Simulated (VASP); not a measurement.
# CdSe (rocksalt type) (Fm-3m) in VASP: a series of runs, part 2 of 2

VASP 6.6.1.

## 4. Relaxation of cell and atoms, PBE

This run uses another cell than the first one, of 19.45 Å³/atom.

INCAR

```
PREC = Accurate
ENCUT = 600
EDIFF = 1E-7
ISMEAR = -1
SIGMA = 0.05
LREAL = False
LASPH = True
NELM = 80
ALGO = Normal
ISIF = 3
LWAVE = False
LCHARG = False
GGA = PE
IBRION = 2
NSW = 60
EDIFFG = -0.005
```

KPOINTS

```
regular mesh
0
Gamma
  13 13 13
```

POSCAR

```
CdSe
1.0
    0.0000000000      2.6892810254      2.6892810254
    2.6892810254      0.0000000000      2.6892810254
    2.6892810254      2.6892810254      0.0000000000
Cd Se
1 1
Direct
    0.0000000000      0.0000000000      0.0000000000
    0.5000000000      0.5000000000      0.5000000000
```

Potentials or basis: VASP PAW PBE potentials, release 64 (Cd, Se).

Launch:

```
$ cat potpaw_PBE.64/Cd/POTCAR potpaw_PBE.64/Se/POTCAR > POTCAR
$ mpirun -np 1 vasp_std > vasp.out
```

OUTCAR:

```text
PREC = Accurate
   ENCUT = 600
   EDIFF = 1E-7
   ISMEAR = -1
   LREAL = False
   LASPH = True
   NELM = 80
   ISIF = 3
   GGA = PE
   IBRION = 2
   NSW = 60
   EDIFFG = -0.005

 ion  position               nearest neighbor table
   1  0.000  0.000  0.000-   2 2.69   2 2.69   2 2.69   2 2.69   2 2.69   2 2.69
   2  0.500  0.500  0.500-   1 2.69   1 2.69   1 2.69   1 2.69   1 2.69   1 2.69

  LATTYP: Found a face centered cubic cell.
 ALAT       =     5.3785620508

  Lattice vectors:

 A1 = (   0.0000000000,   2.6892810254,   2.6892810254)
 A2 = (   2.6892810254,   0.0000000000,   2.6892810254)
 A3 = (   2.6892810254,   2.6892810254,   0.0000000000)

Analysis of symmetry for initial positions (statically):
=====================================================================
 Subroutine PRICEL returns:
 Original cell was already a primitive cell.

 Routine SETGRP: Setting up the symmetry group for a
 face centered cubic supercell.

 Subroutine GETGRP returns: Found 48 space group operations
 (whereof 48 operations were pure point group operations)
 out of a pool of 48 trial point group operations.

The static configuration has the point symmetry O_h .

Analysis of symmetry for dynamics (positions and initial velocities):
=====================================================================
 Subroutine PRICEL returns:
 Original cell was already a primitive cell.

 Routine SETGRP: Setting up the symmetry group for a
 face centered cubic supercell.

 Subroutine GETGRP returns: Found 48 space group operations
 (whereof 48 operations were pure point group operations)
 out of a pool of 48 trial point group operations.

The dynamic configuration has the point symmetry O_h .

 Subroutine INISYM returns: Found 48 space group operations
 (whereof 48 operations are pure point group operations),
 and found     1 'primitive' translations

----------------------------------------------------------------------------------------

                                     Primitive cell

  volume of cell :      38.8990

  direct lattice vectors                    reciprocal lattice vectors
     0.000000000  2.689281025  2.689281025    -0.185923299  0.185923299  0.185923299
     2.689281025  0.000000000  2.689281025     0.185923299 -0.185923299  0.185923299
     2.689281025  2.689281025  0.000000000     0.185923299  0.185923299 -0.185923299

  length of vectors
     3.803217699  3.803217699  3.803217699     0.322028600  0.322028600  0.322028600

  position of ions in fractional coordinates (direct lattice)
     0.000000000  0.000000000  0.000000000
     0.500000000  0.500000000  0.500000000

  ion indices of the primitive-cell ions
   primitive index   ion index
                 1           1
                 2           2

----------------------------------------------------------------------------------------

 KPOINTS: regular mesh

Automatic generation of k-mesh.
 Grid dimensions read from file:
 generate k-points for:   13   13   13

 Generating k-lattice:

  Cartesian coordinates                     Fractional coordinates (reciprocal lattice)
    -0.014301792  0.014301792  0.014301792     0.076923077  0.000000000  0.000000000
     0.014301792 -0.014301792  0.014301792     0.000000000  0.076923077  0.000000000
     0.014301792  0.014301792 -0.014301792     0.000000000  0.000000000  0.076923077
[... 43 lines left out ...]
   dimension x,y,z NGXF=    60 NGYF=   60 NGZF=   60
   ions per type =               1   1
   NGX,Y,Z   is equivalent  to a cutoff of  13.11, 13.11, 13.11 a.u.
   NGXF,Y,Z  is equivalent  to a cutoff of  26.23, 26.23, 26.23 a.u.
 SYSTEM =  unknown system
   PREC   = accura    normal or accurate (medium, high low for compatibility)
   ISTART =      0    job   : 0-new  1-cont  2-samecut
   ICHARG =      2    charge: 1-file 2-atom 10-const
   ISPIN  =      1    spin polarized calculation?
   LNONCOLLINEAR =      F non collinear calculations
   LSORBIT =      F    spin-orbit coupling
   LASPH  =      T    aspherical Exc in radial PAW
   ENCUT  =  600.0 eV  44.10 Ry    6.64 a.u.   7.60  7.60  7.60*2*pi/ulx,y,z
   NELM   =     80;   NELMIN=  2; NELMDL= -5     # of ELM steps
   EDIFF  = 0.1E-06   stopping-criterion for ELM
   LREAL  =      F    real-space projection
   EDIFFG = -.5E-02   stopping-criterion for IOM
   NSW    =     60    number of steps for IOM
   IBRION =      2    ionic relax: 0-MD 1-quasi-New 2-CG
   NFREE  =      1    steps in history (QN), initial steepest desc. (CG)
   ISIF   =      3    stress and relaxation
   ISYM   =      2    0-nonsym 1-usesym 2-fastsym
   POTIM  = 0.5000    time-step for ionic-motion
   TEBEG  =    0.0;   TEEND  =   0.0 temperature during run
   PSTRESS=    0.0 pullay stress
   NELECT =      18.0000    total number of electrons
   NUPDOWN=      -1.0000    fix difference up-down
   EMIN   =  10.00;   EMAX   =-10.00  energy-range for DOS
   EFERMI =   0.00;   METHOD = LEGACY
   ISMEAR =    -1;   SIGMA  =   0.05  broadening in eV -4-tet -1-fermi 0-gaus
   EFERMI_NEDOS =   21; number of points for ismear=-14 and -15
   IALGO  =     38    algorithm
   IMIX   =      4    mixing-type and parameters
     AMIX     =   0.40;   BMIX     =  1.00
     AMIX_MAG =   1.60;   BMIX_MAG =  1.00
  volume/ion in A,a.u.               =      19.45       131.25
  Fermi-wavevector in a.u.,A,eV,Ry     =   1.266250  2.392866 21.815435  1.603389
  Thomas-Fermi vector in A             =   2.399461
   LORBIT       =      0    0 simple, 1 ext, 2 COOP (PROOUT), +10 PAW based schemes
   GGA     = PE    functional components
   LHFCALC =     F    Hartree Fock is set to
   AEXX    =    0.0000 exact exchange contribution
   IVDW    =     0    specifies the selected vdW correction
   LEPSILON=     F    determine dielectric tensor
   LRPA    =     F    only Hartree local field effects (RPA)
 conjugate gradient relaxation of ions
 non-spin polarized calculation
  energy-cutoff  :      600.00
  volume of cell :       38.90
 maximum number of plane-waves:      1317
   NGX = 15   NGY = 15   NGZ = 15

--------------------------------------- Ionic step        1  -------------------------------------------

 number of electron      17.9999994 magnetization

 Free energy of the ion-electron system (eV)
  ---------------------------------------------------
  ext. energy  EPLUGINS =         0.00000000
  ---------------------------------------------------
  free energy    TOTEN  =        -4.77832386 eV

  energy without entropy =       -4.77484817  energy(sigma->0) =       -4.77658601

------------------------ aborting loop because EDIFF is reached ----------------------------------------

  FORCE on cell =-STRESS in cart. coord.  units (eV):
  Direction    XX          YY          ZZ          XY          YZ          ZX
  --------------------------------------------------------------------------------------
  -------------------------------------------------------------------------------------
  Total        4.6853857      4.6853857      4.6853857     -0.0000000     -0.0000000     -0.0000000
  in kB      192.9822534    192.9822534    192.9822534     -0.0000000     -0.0000000     -0.0000000
  external PRESSURE =     192.9822534 kB  Pullay stress =       0.0000000 kB
[... 95 lines left out ...]
--------------------------------------- Ionic step        4  -------------------------------------------

 number of electron      18.0000008 magnetization

 E-fermi :   2.2901     XC(G=0):  -9.9873

 val. band max:        2.2333178546   @ k =  -0.2308   0.1538   0.0000
 cond. band min:       2.3090577174   @ k =   0.0000   0.0000   0.0000
 fundamental gap:      0.0757398628
 Fermi energy:         2.2901196261

 k-point     1 :       0.0000    0.0000    0.0000
  band No.  band energies     occupation
      1     -10.6303      2.00000
      2      -5.6723      2.00000
      3      -5.6723      2.00000
      4      -5.6563      2.00000
      5      -5.6563      2.00000
      6      -5.6563      2.00000
      7       1.6379      2.00000
      8       1.6379      2.00000
      9       1.6379      2.00000
     10       2.3091      0.81285
     11      10.8837      0.00000
     12      10.8837      0.00000
     13      10.8837      0.00000
[... 403 lines left out ...]
--------------------------------------- Ionic step        5  -------------------------------------------

 number of electron      18.0000008 magnetization

 Free energy of the ion-electron system (eV)
  ---------------------------------------------------
  ext. energy  EPLUGINS =         0.00000000
  ---------------------------------------------------
  free energy    TOTEN  =        -5.20350956 eV

  energy without entropy =       -5.20019204  energy(sigma->0) =       -5.20185080

 E-fermi :   2.3183     XC(G=0): -10.0025

 val. band max:        2.2615348242   @ k =  -0.2308   0.1538   0.0000
 cond. band min:       2.3492098658   @ k =   0.0000   0.0000   0.0000
 fundamental gap:      0.0876750415
 Fermi energy:         2.3183405394

 k-point     1 :       0.0000    0.0000    0.0000
  band No.  band energies     occupation
      1     -10.6213      2.00000
      2      -5.6501      2.00000
      3      -5.6501      2.00000
      4      -5.6339      2.00000
      5      -5.6339      2.00000
      6      -5.6339      2.00000
      7       1.6612      2.00000
      8       1.6612      2.00000
      9       1.6612      2.00000
     10       2.3492      0.70075
     11      10.9143      0.00000
     12      10.9143      0.00000
     13      10.9143      0.00000
[... 397 lines left out ...]
  FREE ENERGIE OF THE ION-ELECTRON SYSTEM (eV)
  ---------------------------------------------------
  free  energy   TOTEN  =        -5.2035095558 eV

  energy  without entropy=       -5.2001920355  energy(sigma->0) =       -5.20185080

 reached required accuracy - stopping structural energy minimisation
```

Wall time 2.6 min (1 thread of AMD EPYC 7R13 (Zen 3), shared host); peak memory 0.19 GiB.

Results:

| Quantity | Value |
| --- | --- |
| Free energy | -5.2035 eV |
| Relaxed volume | 23.73 Å³/atom |
| Relaxed cell | a = 4.064 Å, b = 4.064 Å, c = 4.064 Å, α = 60.00°, β = 60.00°, γ = 60.00° |
| Space group after relaxing (to 0.1 Å) | Fm-3m (No. 225) |
| Energy gained by relaxing | 212.6 meV/atom |
| Ionic steps | 5 |
| Pressure after relaxing | 0.0 GPa |
| Band gap on the k mesh | zero (bands 9 and 10 overlap by 0.36 eV) |

The path:
```
step  energy change (eV)  largest force (eV/Å)  pressure (GPa)  volume (Å³)
   1              0.0000                0.0000           19.30        38.90
   2             -0.3069                0.0000           -5.46        53.63
   3             -0.4252                0.0000            0.06        47.42
   4             -0.4251                0.0000           -0.16        47.60
   5             -0.4252                0.0000            0.03        47.45
```

Final structure:
```
Cd Se
1.0
     0.00000    2.87348    2.87348
     2.87348    0.00000    2.87348
     2.87348    2.87348    0.00000
Cd Se
1 1
Direct
  0.00000 0.00000 0.00000
  0.50000 0.50000 0.50000
```

Caveat: the volume moved by over 15 % at a fixed basis, so the end points are rough; semilocal functionals underestimate gaps, and a narrow one can read as zero.

The gap in the log of VASP goes by the Fermi energy; the results here count the filled bands.